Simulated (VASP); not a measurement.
# MnO (Immm) in VASP: phonons with PBE+U

Aim: the phonons of MnO with PBE+U.

Program: VASP 6.6.1. These are calculated values, not measurements. Logs are shortened: lines on timing, memory, paths and dates and some standing lists are left out, and cuts for length are marked.

### 1 The cell of the first run

Symmetry: Immm, No. 71, orthorhombic system. Conventional cell: a = 3.140 Å, b = 3.202 Å, c = 4.440 Å, α = 90.00°, β = 90.00°, γ = 90.00°. Within 2.9 Å of Mn (site symmetry mmm) lie 6 O at 2.22 to 2.24 Å. Within 2.9 Å of O (site symmetry mmm) lie 6 Mn at 2.22 to 2.24 Å.

### 2 Phonons, PBE+U, collinear spin, antiferromagnetic start

The input, INCAR:

```
PREC = Accurate
ENCUT = 520
EDIFF = 1E-8
ISMEAR = -1
SIGMA = 0.1
LREAL = F
LASPH = T
NELM = 150
ALGO = Normal
ISIF = 2
LWAVE = F
LCHARG = T
ISPIN = 2
MAGMOM = 5 -5 0 0
LORBIT = 11
LMAXMIX = 4
LDAU = T
LDAUTYPE = 2
LDAUL = 2 -1
LDAUU = 4 0
LDAUJ = 0 0
LDAUPRINT = 1
GGA = PE
NBANDS = 31
IBRION = 6
NFREE = 2
POTIM = 0.015
NSW = 1
```

The input, KPOINTS:

```
Automatic mesh
0
Gamma
  5 5 3
```

The input, POSCAR:

```
MnO
1.0
    3.1395541085      0.0000000000      0.0000000000
    0.0000000000      3.2023451906      0.0000000000
    0.0000000000      0.0000000000      4.4400000000
Mn O
2 2
Direct
    0.0000000000      0.0000000000      0.0000000000
    0.5000000000      0.5000000000      0.5000000000
    0.5000000000      0.5000000000      0.0000000000
    0.0000000000      0.0000000000      0.5000000000
```

Potentials or basis: VASP PAW PBE potentials, release 64 (Mn_pv, O).

Started as:

```console
$ cat potpaw_PBE.64/Mn_pv/POTCAR potpaw_PBE.64/O/POTCAR > POTCAR
$ mpirun -np 1 vasp_std > vasp.out
```

OUTCAR:

```text
PREC = Accurate
   ENCUT = 520
   EDIFF = 1E-8
   ISMEAR = -1
   LREAL = F
   LASPH = T
   NELM = 150
   ISIF = 2
   ISPIN = 2
   LORBIT = 11
   GGA = PE
   IBRION = 6
   NFREE = 2
   POTIM = 0.015
   NSW = 1

 ion  position               nearest neighbor table
   1  0.000  0.000  0.000-   4 2.22   4 2.22   3 2.24   3 2.24   3 2.24   3 2.24   2 3.16   2 3.16
                             2 3.16   2 3.16   2 3.16   2 3.16   2 3.16   2 3.16
   2  0.500  0.500  0.500-   3 2.22   3 2.22   4 2.24   4 2.24   4 2.24   4 2.24   1 3.16   1 3.16
                             1 3.16   1 3.16   1 3.16   1 3.16   1 3.16   1 3.16
   3  0.500  0.500  0.000-   2 2.22   2 2.22   1 2.24   1 2.24   1 2.24   1 2.24
   4  0.000  0.000  0.500-   1 2.22   1 2.22   2 2.24   2 2.24   2 2.24   2 2.24

  LATTYP: Found a simple orthorhombic cell.
 ALAT       =     3.1395541085
 B/A-ratio  =     1.0200000000
 C/A-ratio  =     1.4142135624

  Lattice vectors:

 A1 = (   3.1395541085,   0.0000000000,   0.0000000000)
 A2 = (   0.0000000000,   3.2023451906,   0.0000000000)
 A3 = (   0.0000000000,   0.0000000000,   4.4400000000)

Analysis of symmetry for initial positions (statically):
=====================================================================
 Subroutine PRICEL returns following result:

  LATTYP: Found a body centered orthorhombic cell.
 ALAT       =     3.1395541085
 B/A-ratio  =     1.0200000000
 C/A-ratio  =     1.4142135624
[... 12 lines left out ...]
 Subroutine GETGRP returns: Found  8 space group operations
 (whereof  8 operations were pure point group operations)
 out of a pool of  8 trial point group operations.

The static configuration has the point symmetry D_2h.

Analysis of symmetry for dynamics (positions and initial velocities):
=====================================================================
 Subroutine PRICEL returns following result:

  LATTYP: Found a body centered orthorhombic cell.
 ALAT       =     3.1395541085
 B/A-ratio  =     1.0200000000
 C/A-ratio  =     1.4142135624
[... 12 lines left out ...]
 Subroutine GETGRP returns: Found  8 space group operations
 (whereof  8 operations were pure point group operations)
 out of a pool of  8 trial point group operations.

The dynamic configuration has the point symmetry D_2h.

Analysis of structural, dynamic, and magnetic symmetry:
=====================================================================
 Subroutine PRICEL returns following result:

  LATTYP: Found a body centered orthorhombic cell.
 ALAT       =     3.1395541085
 B/A-ratio  =     1.0200000000
 C/A-ratio  =     1.4142135624
[... 12 lines left out ...]
 Subroutine GETGRP returns: Found  8 space group operations
 (whereof  8 operations were pure point group operations)
 out of a pool of  8 trial point group operations.
[... 422 lines left out ...]

  energy without entropy =      -31.00366531  energy(sigma->0) =      -31.00398861

 E-fermi :   7.0169     XC(G=0): -11.7176

 val. band max:        6.3635773445   @ k =   0.4000   0.0000   0.0000
 cond. band min:       7.4167532372   @ k =   0.0000   0.0000   0.0000
 fundamental gap:      1.0531758927
 Fermi energy:         7.0168969966

 spin component 1

 k-point     1 :       0.0000    0.0000    0.0000
  band No.  band energies     occupation
      1     -43.1647      1.00000
      2     -43.1608      1.00000
      3     -43.1490      1.00000
      4     -38.2211      1.00000
      5     -38.2103      1.00000
      6     -38.1967      1.00000
[... 601 lines left out ...]
     30      17.2496      0.00000
     31      20.0398      0.00000
 Fermi energy:         7.0168969966

 spin component 2

 k-point     1 :       0.0000    0.0000    0.0000
  band No.  band energies     occupation
      1     -43.1640      1.00000
      2     -43.1601      1.00000
      3     -43.1483      1.00000
      4     -38.2217      1.00000
      5     -38.2110      1.00000
      6     -38.1974      1.00000
[... 632 lines left out ...]
  FREE ENERGIE OF THE ION-ELECTRON SYSTEM (eV)
  ---------------------------------------------------
  free  energy   TOTEN  =       -31.0043119096 eV

  energy  without entropy=      -31.0036653129  energy(sigma->0) =      -31.00398861

 INTERNAL STRAIN TENSORS FROM DISPLACED ATOMS
 ============================================

 INTERNAL STRAIN TENSOR FOR ION    1 for displacements in x,y,z  (eV/Angst):
          X           Y           Z          XY          YZ          ZX
  --------------------------------------------------------------------------------
  x     0.00000     0.00000     0.00000     0.00000     0.00000     0.00000
  y     0.00000     0.00000     0.00000     0.00000     0.00000     0.00000
  z     0.00000     0.00000     0.00000     0.00000     0.00000     0.00000

 INTERNAL STRAIN TENSOR FOR ION    4 for displacements in x,y,z  (eV/Angst):
          X           Y           Z          XY          YZ          ZX
  --------------------------------------------------------------------------------
  x     0.00000     0.00000     0.00000     0.00000     0.00000     0.00000
  y     0.00000     0.00000     0.00000     0.00000     0.00000     0.00000
  z     0.00000     0.00000     0.00000     0.00000     0.00000     0.00000

 Eigenvectors and eigenvalues of the dynamical matrix
 ----------------------------------------------------

   1 f  =   12.813399 THz    80.508961 2PiTHz  427.408988 cm-1    52.991937 meV
             X         Y         Z           dx          dy          dz
      0.000000  0.000000  0.000000     0.000000   -0.000000   -0.132171
      1.569777  1.601173  2.220000    -0.000000    0.000000    0.132171
      1.569777  1.601173  0.000000    -0.000000    0.000000   -0.694644
      0.000000  0.000000  2.220000     0.000000   -0.000000    0.694644
[... 71 lines left out ...]
  12 f/i=    0.029043 THz     0.182484 2PiTHz    0.968780 cm-1     0.120113 meV
             X         Y         Z           dx          dy          dz
      0.000000  0.000000  0.000000     0.000000   -0.621006    0.000000
      1.569777  1.601173  2.220000     0.000000   -0.621006    0.000000
      1.569777  1.601173  0.000000     0.000000   -0.338160    0.000000
      0.000000  0.000000  2.220000     0.000000   -0.338160    0.000000

 ELASTIC MODULI CONTR FROM IONIC RELAXATION (kBar)
 Direction    XX          YY          ZZ          XY          YZ          ZX
 --------------------------------------------------------------------------------
 XX           0.0000      0.0000      0.0000      0.0000      0.0000      0.0000
 YY           0.0000      0.0000      0.0000      0.0000      0.0000      0.0000
 ZZ           0.0000      0.0000      0.0000      0.0000      0.0000      0.0000
 XY           0.0000      0.0000      0.0000      0.0000      0.0000      0.0000
 YZ           0.0000      0.0000      0.0000      0.0000      0.0000      0.0000
 ZX           0.0000      0.0000      0.0000      0.0000      0.0000      0.0000
 --------------------------------------------------------------------------------

 total charge

# of ion       s       p       d       tot
------------------------------------------
    1        0.206   6.180   4.942  11.328
    2        0.206   6.180   4.942  11.328
    3        1.554   3.448   0.000   5.003
    4        1.554   3.448   0.000   5.003
--------------------------------------------------
tot          3.520  19.256   9.885  32.661

 magnetization (x)

# of ion       s       p       d       tot
------------------------------------------
    1        0.033   0.032   4.552   4.617
    2       -0.033  -0.032  -4.552  -4.617
    3        0.008   0.042   0.000   0.050
    4       -0.008  -0.042   0.000  -0.050
--------------------------------------------------
tot         -0.000   0.000   0.000  -0.000
```

Wall time 8.1 min (1 thread of Oxide Virtual Turin-like, shared host); peak memory 0.18 GiB.

Results:

```
Net moment                                              : 0.00 μB per cell
Site moments                                            : Mn +4.62, -4.62; O +0.05, -0.05 μB
Valence electrons inside the program's atomic spheres   : Mn 11.33; O 5.00
Highest phonon frequency at Γ, LO-TO splitting left out : 427 cm⁻¹
```

Phonon frequencies in cm⁻¹ (negative: imaginary):
```csv
q point,frequencies
"(0.000, 0.000, 0.000)",-1 -1 0 132 138 208 255 257 271 334 338 427
```

Eigenvalues of the final occupation matrices:
```tsv
site	spin	trace	eigenvalues
site 1 d	1	4.76	0.93 0.93 0.94 0.98 0.98
site 1 d	2	0.20	0.02 0.02 0.02 0.07 0.07
site 2 d	1	0.20	0.02 0.02 0.02 0.07 0.07
site 2 d	2	4.76	0.93 0.93 0.94 0.98 0.98
```

Caveat: the k points lie up to 0.47 Å⁻¹ apart; the cell stands under pressure or tension, which shifts response properties. The state reached can hang on the start; a lower one may exist.
